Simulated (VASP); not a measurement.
# In2Sb2Cl in VASP: a series of runs, part 2 of 2

VASP 6.6.1.

## (3) Single point, PBE+D3(BJ)

The input, INCAR:

```
SYSTEM = In2Sb2Cl
PREC = Accurate ; ENCUT = 520
EDIFF = 1E-7 ; ISMEAR = 0
SIGMA = 0.1 ; LREAL = .FALSE.
LASPH = .TRUE. ; NELM = 80
ALGO = Normal ; ISIF = 2
LWAVE = .FALSE. ; LCHARG = .TRUE.
LDIPOL = .TRUE. ; IDIPOL = 3
DIPOL = 0.5 0.5 0.342 ; GGA = PE
IVDW = 12 ; LELF = .TRUE.
LVHAR = .TRUE. ; LVACPOTAV = .TRUE.
NBANDS = 30
```

The input, KPOINTS:

```
regular mesh
0
G
  6 6 1
  0 0 0
```

The input, POSCAR:

```
In2Sb2Cl
1.0
    4.6293886023      0.0000000000      0.0000000000
   -2.3146943012      4.0091681336      0.0000000000
    0.0000000000      0.0000000000     22.0151773295
Sb In Cl
2 2 1
Direct
    0.0000000000      0.0000000000      0.1816928358
    0.3333333333      0.6666666667      0.3609342971
    0.3333333333      0.6666666667      0.2246164052
    0.6666666667      0.3333333333      0.3958713209
    1.1111111111      0.5555555556      0.5457679105
```

Potentials or basis: VASP PAW PBE potentials, release 64 (Sb, In_d, Cl).

Run with:

```
cat potpaw_PBE.64/Sb/POTCAR potpaw_PBE.64/In_d/POTCAR potpaw_PBE.64/Cl/POTCAR > POTCAR
mpirun -np 1 vasp_std > vasp.out
```

OUTCAR:

```text
SYSTEM = In2Sb2Cl
   PREC = Accurate
   ENCUT = 520
   EDIFF = 1E-7
   ISMEAR = 0
   LREAL = .FALSE.
   LASPH = .TRUE.
   NELM = 80
   ISIF = 2
   GGA = PE
   IVDW = 12
 IVDW          = 12

 ion  position               nearest neighbor table
   1  0.000  0.000  0.182-   3 2.83   3 2.83   3 2.83
   2  0.333  0.667  0.361-   4 2.78   4 2.78   4 2.78   3 3.00
   3  0.333  0.667  0.225-   1 2.83   1 2.83   1 2.83   2 3.00
   4  0.667  0.333  0.396-   2 2.78   2 2.78   2 2.78
   5  0.111  0.556  0.546-

  LATTYP: Found a hexagonal cell.
 ALAT       =     4.6293886023
 C/A-ratio  =     4.7555258849

  Lattice vectors:

 A1 = (   4.6293886023,   0.0000000000,   0.0000000000)
 A2 = (  -2.3146943012,   4.0091681336,   0.0000000000)
 A3 = (   0.0000000000,   0.0000000000,  22.0151773295)

Analysis of symmetry for initial positions (statically):
=====================================================================
 Subroutine PRICEL returns:
 Original cell was already a primitive cell.

 Routine SETGRP: Setting up the symmetry group for a
 hexagonal supercell.

 Subroutine GETGRP returns: Found  2 space group operations
 (whereof  2 operations were pure point group operations)
 out of a pool of 24 trial point group operations.

The static configuration has the point symmetry C_1h.

Analysis of symmetry for dynamics (positions and initial velocities):
=====================================================================
 Subroutine PRICEL returns:
 Original cell was already a primitive cell.

 Routine SETGRP: Setting up the symmetry group for a
 hexagonal supercell.

 Subroutine GETGRP returns: Found  2 space group operations
 (whereof  2 operations were pure point group operations)
 out of a pool of 24 trial point group operations.

The dynamic configuration has the point symmetry C_1h.
[... 113 lines left out ...]
     AMIX_MAG =   1.60;   BMIX_MAG =  1.00
  volume/ion in A,a.u.               =      81.72       551.48
  Fermi-wavevector in a.u.,A,eV,Ry     =   0.772914  1.460595  8.128058  0.597395
  Thomas-Fermi vector in A             =   1.874646
   LORBIT       =      0    0 simple, 1 ext, 2 COOP (PROOUT), +10 PAW based schemes
   GGA     = PE    functional components
   LHFCALC =     F    Hartree Fock is set to
   AEXX    =    0.0000 exact exchange contribution
   IVDW    =    12    specifies the selected vdW correction
   LEPSILON=     F    determine dielectric tensor
   LRPA    =     F    only Hartree local field effects (RPA)
 non-spin polarized calculation
 Gauss-broadening in eV      SIGMA  =   0.10
  energy-cutoff  :      520.00
  volume of cell :      408.60
 maximum number of plane-waves:     11067
 NGX is ok and might be reduce to    36
   NGX = 17   NGY = 17   NGZ = 81

 number of electron      43.0000013 magnetization

 dipolmoment           0.000000      0.000000      0.330654 electrons x Angstroem

 Free energy of the ion-electron system (eV)
  ---------------------------------------------------
  ext. energy  EPLUGINS =         0.00000000
  ---------------------------------------------------
  free energy    TOTEN  =       -13.96362186 eV

  energy without entropy =      -13.89473167  energy(sigma->0) =      -13.92917676

 E-fermi :  -2.5684     XC(G=0):  -4.2057

 val. band max:       -2.5726814013   @ k =   0.0000   0.0000   0.0000
 cond. band min:      -2.5665519629   @ k =   0.1667   0.0000   0.0000
 fundamental gap:      0.0061294383
 Fermi energy:        -2.5684145020

 k-point     1 :       0.0000    0.0000    0.0000
  band No.  band energies     occupation
      1     -17.1701      2.00000
      2     -17.1288      2.00000
      3     -17.1229      2.00000
      4     -17.0682      2.00000
      5     -17.0586      2.00000
      6     -16.5964      2.00000
[... 418 lines left out ...]
     29       3.4273      0.00000
     30       3.7886      0.00000

------------------------ aborting loop because EDIFF is reached ----------------------------------------

 Edisp (eV)   -0.99667

 E8    (eV) :    -0.4837

  FORCE on cell =-STRESS in cart. coord.  units (eV):
  Direction    XX          YY          ZZ          XY          YZ          ZX
  --------------------------------------------------------------------------------------
  -------------------------------------------------------------------------------------
  Total      -0.12149     0.00775    -3.46656    -0.11193    -0.36141    -0.62597
  in kB      -0.47638     0.03039   -13.59280    -0.43888    -1.41712    -2.45452
  external pressure =       -4.68 kB  Pullay stress =        0.00 kB

 VOLUME and BASIS-vectors are now :
 -----------------------------------------------------------------------------
  energy-cutoff  :      520.00
  volume of cell :      408.60
      direct lattice vectors                 reciprocal lattice vectors
     4.629388602  0.000000000  0.000000000     0.216011246  0.124714151  0.000000000
    -2.314694301  4.009168134  0.000000000     0.000000000  0.249428302  0.000000000
     0.000000000  0.000000000 22.015177329     0.000000000  0.000000000  0.045423209

 POSITION                                       TOTAL-FORCE (eV/Angst)
 -----------------------------------------------------------------------------------
      0.00000      0.00000      4.00000         0.001008      0.000582     -0.076341
     -0.00000      2.67278      7.94603         0.021017      0.012134     -0.222923
     -0.00000      2.67278      4.94497         0.004451      0.002570      0.293456
      2.31469      1.33639      8.71518         0.151783      0.087632      0.875089
     -0.77156      2.22732     12.01518        -0.178259     -0.102918     -0.869281
 -----------------------------------------------------------------------------------
    total drift:                                0.000369      0.000213     -0.000932

  FREE ENERGIE OF THE ION-ELECTRON SYSTEM (eV)
  ---------------------------------------------------
  free  energy   TOTEN  =       -14.9602906852 eV

  energy  without entropy=      -14.8914004923  energy(sigma->0) =      -14.92584559

 vacuum level on the upper side and lower side of the slab         5.891         2.667
```

OSZICAR:

```text
N       E                     dE             d eps       ncg     rms          rms(c)
DAV:   1     0.333517002363E+03    0.33352E+03   -0.16472E+04   820   0.113E+03
DAV:   2     0.237403389121E+02   -0.30978E+03   -0.30369E+03   954   0.276E+02
DAV:   3    -0.146419496959E+02   -0.38382E+02   -0.37948E+02  1042   0.115E+02
DAV:   4    -0.159700060460E+02   -0.13281E+01   -0.13266E+01   946   0.268E+01
[... 25 lines left out ...]
DAV:  30    -0.139636191534E+02   -0.72829E-06   -0.29258E-07   630   0.782E-04    0.495E-04
DAV:  31    -0.139636208411E+02   -0.16877E-05   -0.62980E-08   564   0.671E-04    0.772E-04
DAV:  32    -0.139636214472E+02   -0.60616E-06   -0.22543E-08   582   0.518E-04    0.732E-04
DAV:  33    -0.139636217873E+02   -0.34006E-06   -0.65330E-08   522   0.389E-04    0.762E-04
DAV:  34    -0.139636218598E+02   -0.72524E-07   -0.51013E-09   528   0.300E-04
   1 F= -.14960291E+02 E0= -.14925846E+02  d E =-.688902E-01
```

It took 6.9 min on 1 thread of Intel Xeon Platinum 8375C at 2.90GHz (Ice Lake), shared host; peak memory 0.61 GiB.

What came out:

- Free energy: -14.9603 eV
- Largest force: 0.893 eV/Å
- Dispersion energy per atom: -0.199 eV

Forces in eV/Å, atoms in the order of the input:
```
Sb   0.001  0.001 -0.076
Sb   0.021  0.012 -0.223
In   0.004  0.003  0.293
In   0.152  0.088  0.875
Cl  -0.178 -0.103 -0.869
```

Levels at points of the mesh, in eV from the Fermi level:
```
           k point  band 18  band 19  band 20  band 21  band 22  band 23  band 24  band 25  band 26  band 27
(0.00, 0.00, 0.00)    -0.29     0.00     0.02     0.24     0.24     0.65     1.08     3.10     3.73     3.73
(0.50, 0.00, 0.00)    -0.86    -0.66    -0.38    -0.28    -0.07     1.24     1.90     2.44     3.30     5.36
(0.00, 0.50, 0.00)    -0.87    -0.67    -0.42    -0.17    -0.09     1.24     1.92     2.35     3.34     5.36
```

Caveat: spin-orbit coupling is left out, which moves the levels of the heavy elements; an odd number of electrons without spin polarisation forces a metal; a magnetic or distorted state may lie lower.

## (4) Single point, PBE+D3(BJ)

The input, INCAR:

```
PREC = Accurate ; ENCUT = 520
EDIFF = 1E-7 ; ISMEAR = 0
SIGMA = 0.1 ; LREAL = F
LASPH = T ; NELM = 100
ALGO = Normal ; ISIF = 2
LWAVE = F ; LCHARG = F
LDIPOL = T ; IDIPOL = 3
DIPOL = 0.5 0.5 0.342 ; GGA = PE
IVDW = 12 ; NBANDS = 30
```

The input, KPOINTS:

```
Automatic mesh
0
Gamma
  6 6 1
```

Edit POSCAR of step 3 so:

```diff
@@ -12,2 +12,2 @@
     0.6666666667      0.3333333333      0.3958713209
-    1.1111111111      0.5555555556      0.5457679105
+    1.1111111111      1.2222222222      0.5457679105
```

Run with:

```
cat potpaw_PBE.64/Sb/POTCAR potpaw_PBE.64/In_d/POTCAR potpaw_PBE.64/Cl/POTCAR > POTCAR
mpirun -np 1 vasp_std > vasp.out
```

Wall time 5.7 min (1 thread of Intel Xeon Platinum 8375C at 2.90GHz (Ice Lake), shared host); peak memory 0.61 GiB.

It converged, with:

```
Free energy                : -14.8991 eV
Largest force              : 0.777 eV/Å
Dispersion energy per atom : -0.199 eV
```

Forces in eV/Å, atoms in the order of the input:
```
Sb   0.000 -0.004 -0.105
Sb   0.000  0.017 -0.232
In   0.000  0.004  0.315
In   0.000 -0.059  0.775
Cl   0.000  0.043 -0.753
```

Levels at points of the mesh, in eV from the Fermi level:
```csv
k point,band 18,band 19,band 20,band 21,band 22,band 23,band 24,band 25,band 26,band 27
"(0.00, 0.00, 0.00)",-0.23,0.01,0.03,0.26,0.26,0.64,1.09,3.09,3.76,3.77
"(0.50, 0.00, 0.00)",-0.85,-0.63,-0.34,-0.21,-0.08,1.24,1.92,2.41,3.32,5.38
"(0.00, 0.50, 0.00)",-0.85,-0.60,-0.37,-0.21,-0.08,1.22,1.95,2.41,3.34,5.39
```

Caveat: spin-orbit coupling is left out, which moves the levels of the heavy elements; an odd number of electrons without spin polarisation forces a metal; a magnetic or distorted state may lie lower.
